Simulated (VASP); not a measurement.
# BeZn2S2O (I4/mmm) in VASP: notebook, part 2 of 2

VASP 6.6.1.

**3. Relaxation of cell and atoms, PBE**

This run uses another cell than the first one, of 13.88 Å³/atom, 0.750 times its volume.

INCAR reads:

```
PREC     = Accurate       # precision mode
ENCUT    = 600            # plane-wave cutoff, eV
EDIFF    = 1E-6           # SCF threshold, eV
ISMEAR   = 0              # smearing method
SIGMA    = 0.1            # smearing width, eV
LREAL    = False          # projectors in reciprocal space
LASPH    = True           # aspherical terms in the spheres
NELM     = 100            # most SCF steps
ALGO     = Normal         # electronic algorithm
ISIF     = 3              # what is computed and relaxed
LWAVE    = False          # write WAVECAR
LCHARG   = False          # write CHGCAR
GGA      = PE             # functional
IBRION   = 2              # ionic algorithm
NSW      = 90             # ionic steps
EDIFFG   = -0.04          # ionic threshold
```

KPOINTS reads:

```
regular mesh
0
Gamma
  6 6 6
```

POSCAR reads:

```
BeZn2S2O
1.0
   -1.9593473400      1.9593473400      5.4214258000
    1.9593473400     -1.9593473400      5.4214258000
    1.9593473400      1.9593473400     -5.4214258000
Be Zn S O
1 2 2 1
Direct
    0.0000000000      0.0000000000      0.0000000000
    0.3621850000      0.3621850000      0.0000000000
    0.6378150000      0.6378150000      0.0000000000
    0.7500000000      0.2500000000      0.5000000000
    0.2500000000      0.7500000000      0.5000000000
    0.5000000000      0.5000000000      0.0000000000
```

Potentials or basis: VASP PAW PBE potentials, release 64 (Be, Zn, S, O).

Command:

```sh
$ cat potpaw_PBE.64/Be/POTCAR potpaw_PBE.64/Zn/POTCAR potpaw_PBE.64/S/POTCAR potpaw_PBE.64/O/POTCAR > POTCAR
$ mpirun -np 1 vasp_std > vasp.out
```

OUTCAR:

```text
PREC = Accurate
   ENCUT = 600
   EDIFF = 1E-6
   ISMEAR = 0
   LREAL = False
   LASPH = True
   NELM = 100
   ISIF = 3
   GGA = PE
   IBRION = 2
   NSW = 90
   EDIFFG = -0.04

 ion  position               nearest neighbor table
   1  0.000  0.000  0.000-
   2  0.362  0.362  0.000-   6 1.49   5 2.31   4 2.31   5 2.31   4 2.31   3 2.99
   3  0.638  0.638  0.000-   6 1.49   4 2.31   5 2.31   4 2.31   5 2.31   2 2.99
   4  0.750  0.250  0.500-   2 2.31   3 2.31   2 2.31   3 2.31   5 2.77   5 2.77   5 2.77   5 2.77

   5  0.250  0.750  0.500-   2 2.31   3 2.31   2 2.31   3 2.31   4 2.77   4 2.77   4 2.77   4 2.77

   6  0.500  0.500  0.000-   2 1.49   3 1.49

  LATTYP: Found a body centered tetragonal cell.
 ALAT       =     3.9186946800
 C/A-ratio  =     2.7669549392

  Lattice vectors:

 A1 = (  -1.9593473400,   1.9593473400,   5.4214258000)
 A2 = (   1.9593473400,  -1.9593473400,   5.4214258000)
 A3 = (   1.9593473400,   1.9593473400,  -5.4214258000)

Analysis of symmetry for initial positions (statically):
=====================================================================
 Subroutine PRICEL returns:
 Original cell was already a primitive cell.

 Routine SETGRP: Setting up the symmetry group for a
 body centered tetragonal supercell.

 Subroutine GETGRP returns: Found 16 space group operations
 (whereof 16 operations were pure point group operations)
 out of a pool of 16 trial point group operations.

The static configuration has the point symmetry D_4h.

Analysis of symmetry for dynamics (positions and initial velocities):
=====================================================================
 Subroutine PRICEL returns:
 Original cell was already a primitive cell.

 Routine SETGRP: Setting up the symmetry group for a
 body centered tetragonal supercell.

 Subroutine GETGRP returns: Found 16 space group operations
 (whereof 16 operations were pure point group operations)
 out of a pool of 16 trial point group operations.

The dynamic configuration has the point symmetry D_4h.

[... 122 lines left out ...]
   EFERMI_NEDOS =   21; number of points for ismear=-14 and -15
   IALGO  =     38    algorithm
   IMIX   =      4    mixing-type and parameters
     AMIX     =   0.40;   BMIX     =  1.00
     AMIX_MAG =   1.60;   BMIX_MAG =  1.00
  volume/ion in A,a.u.               =      13.88        93.64
  Fermi-wavevector in a.u.,A,eV,Ry     =   1.323611  2.501262 23.836662  1.751945
  Thomas-Fermi vector in A             =   2.453206
   LORBIT       =      0    0 simple, 1 ext, 2 COOP (PROOUT), +10 PAW based schemes
   GGA     = PE    functional components
   LHFCALC =     F    Hartree Fock is set to
   AEXX    =    0.0000 exact exchange contribution
   IVDW    =     0    specifies the selected vdW correction
   LEPSILON=     F    determine dielectric tensor
   LRPA    =     F    only Hartree local field effects (RPA)
 conjugate gradient relaxation of ions
 non-spin polarized calculation
 Gauss-broadening in eV      SIGMA  =   0.10
  energy-cutoff  :      600.00
  volume of cell :       83.25
 maximum number of plane-waves:      2804
 NGX is ok and might be reduce to    50
   NGX = 25   NGY = 25   NGZ = 25

--------------------------------------- Ionic step        1  -------------------------------------------

 number of electron      44.0000005 magnetization

 Free energy of the ion-electron system (eV)
  ---------------------------------------------------
  ext. energy  EPLUGINS =         0.00000000
  ---------------------------------------------------
  free energy    TOTEN  =       -12.87405094 eV

  energy without entropy =      -12.86787452  energy(sigma->0) =      -12.87096273

 E-fermi :   5.0158     XC(G=0): -10.6120

 val. band max:        4.9946407331   @ k =   0.5000   0.5000   0.5000
 cond. band min:       5.1377355262   @ k =  -0.3333  -0.3333   0.3333
 fundamental gap:      0.1430947931
 Fermi energy:         5.0157965635

 k-point     1 :       0.0000    0.0000    0.0000
  band No.  band energies     occupation
      1     -15.7527      2.00000
      2     -11.0888      2.00000
      3      -6.9016      2.00000
      4      -5.7008      2.00000
      5      -3.5667      2.00000
      6      -3.5667      2.00000
[... 800 lines left out ...]
  FREE ENERGIE OF THE ION-ELECTRON SYSTEM (eV)
  ---------------------------------------------------
  free  energy   TOTEN  =       -14.8599052820 eV

  energy  without entropy=      -14.8383811933  energy(sigma->0) =      -14.84914324

[... ionic steps 4 to 12 ...]

--------------------------------------- Ionic step       13  -------------------------------------------

 number of electron      43.9999997 magnetization

------------------------ aborting loop because EDIFF is reached ----------------------------------------
[... 75 lines left out ...]
--------------------------------------- Ionic step       15  -------------------------------------------

 number of electron      43.9999986 magnetization

 Free energy of the ion-electron system (eV)
  ---------------------------------------------------
  ext. energy  EPLUGINS =         0.00000000
  ---------------------------------------------------
  free energy    TOTEN  =       -18.09437930 eV

  energy without entropy =      -18.08103152  energy(sigma->0) =      -18.08770541

 E-fermi :   2.0018     XC(G=0):  -9.2571

 val. band max:        1.9950940216   @ k =   0.0000   0.0000   0.0000
 cond. band min:       2.0489075701   @ k =   0.3333  -0.0000   0.0000
 fundamental gap:      0.0538135485
 Fermi energy:         2.0018169359

 k-point     1 :       0.0000    0.0000    0.0000
  band No.  band energies     occupation
      1     -15.1541      2.00000
      2     -12.0337      2.00000
      3      -9.3852      2.00000
      4      -5.0610      2.00000
      5      -4.7830      2.00000
      6      -4.7830      2.00000
[... 720 lines left out ...]
  FREE ENERGIE OF THE ION-ELECTRON SYSTEM (eV)
  ---------------------------------------------------
  free  energy   TOTEN  =       -18.0943792960 eV

  energy  without entropy=      -18.0810315230  energy(sigma->0) =      -18.08770541

 reached required accuracy - stopping structural energy minimisation
```

OSZICAR:

```text
N       E                     dE             d eps       ncg     rms          rms(c)
DAV:   1     0.382308238016E+03    0.38231E+03   -0.23799E+04  1560   0.229E+03
[... 181 lines left out ...]
DAV:   1    -0.180989460002E+02   -0.47268E-02   -0.14966E-01  1892   0.492E+00    0.561E-01
DAV:   2    -0.180951269412E+02    0.38191E-02   -0.35217E-02  2078   0.306E+00    0.211E-01
DAV:   3    -0.180946996939E+02    0.42725E-03   -0.43708E-03  2242   0.394E-01    0.147E-01
DAV:   4    -0.180945086832E+02    0.19101E-03   -0.18285E-03  2334   0.232E-01    0.791E-02
DAV:   5    -0.180943884647E+02    0.12022E-03   -0.28736E-04  1912   0.102E-01    0.279E-02
DAV:   6    -0.180943804194E+02    0.80453E-05   -0.30918E-05  2336   0.687E-02    0.127E-02
DAV:   7    -0.180943791700E+02    0.12494E-05   -0.10398E-05  2008   0.273E-02    0.272E-03
DAV:   8    -0.180943792960E+02   -0.12600E-06   -0.28011E-06  1200   0.211E-02
  15 F= -.18094379E+02 E0= -.18087705E+02  d E =-.184984E-02
```

CONTCAR:

```text
BeZn2S2O
   1.00000000000000
    -2.1508773858428696    2.1508773858428696    6.0485440860200317
     2.1508773858428696   -2.1508773858428696    6.0485440860200317
     2.1508773858428696    2.1508773858428696   -6.0485440860200317
  Be              Zn              S               O
     1     2     2     1
Direct
     0.0000000000000000    0.0000000000000000    0.0000000000000000
     0.3447152764701978    0.3447152764701978    0.0000000000000000
     0.6552847235298022    0.6552847235298022    0.0000000000000000
     0.7500000000000000    0.2500000000000000    0.5000000000000000
     0.2500000000000000    0.7500000000000000    0.5000000000000000
     0.5000000000000000    0.5000000000000000    0.0000000000000000

  0.00000000E+00  0.00000000E+00  0.00000000E+00
  0.00000000E+00  0.00000000E+00  0.00000000E+00
  0.00000000E+00  0.00000000E+00  0.00000000E+00
  0.00000000E+00  0.00000000E+00  0.00000000E+00
  0.00000000E+00  0.00000000E+00  0.00000000E+00
  0.00000000E+00  0.00000000E+00  0.00000000E+00
```

Run time: 30 min. Hardware: 1 thread of Intel Xeon Platinum 8259CL at 2.50GHz (Skylake/Cascade Lake), shared host; peak memory 0.43 GiB.

Results:

```
Free energy                            : -18.0944 eV
Relaxed volume                         : 18.65 Å³/atom
Relaxed cell                           : a = 6.770 Å, b = 6.770 Å, c = 6.770 Å, α = 142.95°, β = 142.95°, γ = 53.40°
Space group after relaxing (to 0.05 Å) : I4/mmm (No. 139)
Energy gained by relaxing              : 870.1 meV/atom
Ionic steps                            : 15
Pressure after relaxing                : -0.1 GPa
Largest force after relaxing           : 0.032 eV/Å
Band gap on the k mesh                 : zero (band 22 reaches 3.04 eV, above the bottom of band 23 at 1.57 eV)
```

Forces in eV/Å, atoms in the order of the input:
```
Be   0.000  0.000  0.000
Zn   0.000  0.000  0.032
Zn   0.000  0.000 -0.032
S    0.000  0.000  0.000
S    0.000  0.000  0.000
O    0.000  0.000  0.000
```

Stress tensor (GPa, compression positive):
```
-0.23  0.00  0.00
 0.00 -0.23  0.00
 0.00  0.00  0.09
```

The path:
| step | energy change (eV) | largest force (eV/Å) | pressure (GPa) | volume (Å³) |
| --- | --- | --- | --- | --- |
| 1 | 0.0000 | 13.8691 | 50.75 | 83.25 |
| 2 | -1.7108 | 1.4004 | 0.67 | 144.41 |
| 3 | -1.9859 | 1.6209 | 1.19 | 138.67 |
| 4 | -2.2574 | 1.8419 | 1.72 | 133.41 |
| 5 | -3.8114 | 3.0474 | 7.46 | 106.87 |
| 6 | -4.2183 | 2.3461 | 15.81 | 94.71 |
| 7 | -4.2140 | 2.7419 | 13.26 | 97.29 |
| 8 | -4.2246 | 2.6051 | 14.18 | 96.22 |
| 9 | -5.0940 | 0.7438 | -3.38 | 117.67 |
| 10 | -5.1192 | 0.9382 | -1.56 | 113.83 |
| 11 | -5.2157 | 0.2691 | 0.05 | 111.38 |
| 12 | -5.2185 | 0.0936 | 0.43 | 110.90 |
| 13 | -5.2185 | 0.1155 | 0.39 | 110.96 |
| 14 | -5.2202 | 0.0629 | 0.09 | 111.57 |
| 15 | -5.2203 | 0.0322 | -0.13 | 111.93 |

Final structure:
```
Be Zn S O
1.0
    -2.15088    2.15088    6.04854
     2.15088   -2.15088    6.04854
     2.15088    2.15088   -6.04854
Be Zn S O
1 2 2 1
Direct
  0.00000 0.00000 0.00000
  0.34472 0.34472 0.00000
  0.65528 0.65528 0.00000
  0.75000 0.25000 0.50000
  0.25000 0.75000 0.50000
  0.50000 0.50000 0.00000
```

Caveat: the k points lie up to 0.34 Å⁻¹ apart in the final cell; the volume moved by over 15 % at a fixed basis, so the end points are rough.
